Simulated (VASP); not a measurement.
Wanted: the native input for a VASP 6.6.1 run.

```yaml
Task: single point
Functional: PBE
Potentials_or_basis: VASP PAW PBE potentials, release 64 (Al, Ga_d, As)
Cutoff: 520 eV
k_mesh: 6 × 6 × 2
Occupations: gaussian, width 0.1 eV
Spin: no spin polarisation
Dipole_correction: no
Further_INCAR_settings: ALGO = Normal; EDIFF = 1e-07; NBANDS = 31
```

The structure of AlGa2As3 lies in POSCAR:

```
AlGa2As3
1.0
    3.8843796000      0.0000000000      0.0000000000
   -1.9421898000      3.3639714100      0.0000000000
    0.0000000000      0.0000000000      9.5147479900
Al Ga As
1 2 3
Direct
    0.3333333300      0.6666666700      0.6666666700
    0.0000000000      0.0000000000      0.0000000000
    0.6666666700      0.3333333300      0.3333333300
    0.6666666700      0.3333333300      0.0833333300
    0.3333333300      0.6666666700      0.4166666700
    0.0000000000      0.0000000000      0.7500000000
```

One way to write it, as run:

INCAR

```
  ALGO = Normal
  EDIFF = 1E-7
  ENCUT = 520
  GGA = PE
  ISIF = 2
  ISMEAR = 0
  LASPH = T
  LCHARG = F
  LREAL = F
  LWAVE = F
  NBANDS = 31
  NELM = 100
  PREC = Accurate
  SIGMA = 0.1
```

KPOINTS

```
k-points
0
Gamma
  6 6 2
```

Potentials or basis: VASP PAW PBE potentials, release 64 (Al, Ga_d, As).

Run with:

```bash
$ cat potpaw_PBE.64/Al/POTCAR potpaw_PBE.64/Ga_d/POTCAR potpaw_PBE.64/As/POTCAR > POTCAR
$ mpirun -np 1 vasp_std > vasp.out
```

It gave:

```json
{
  "Pressure": "11.4 GPa",
  "Largest force": "0.112 eV/Å",
  "Band gap on the k mesh": "1.23 eV (least direct gap 1.41 eV)"
}
```

Caveat: the cell stands under pressure.

Run time: 95 s on 1 thread of Intel(R) Xeon(R) Platinum 8259CL CPU @ 2.50GHz (Skylake/Cascade Lake), with other jobs on the host, peak memory 0.26 GiB.
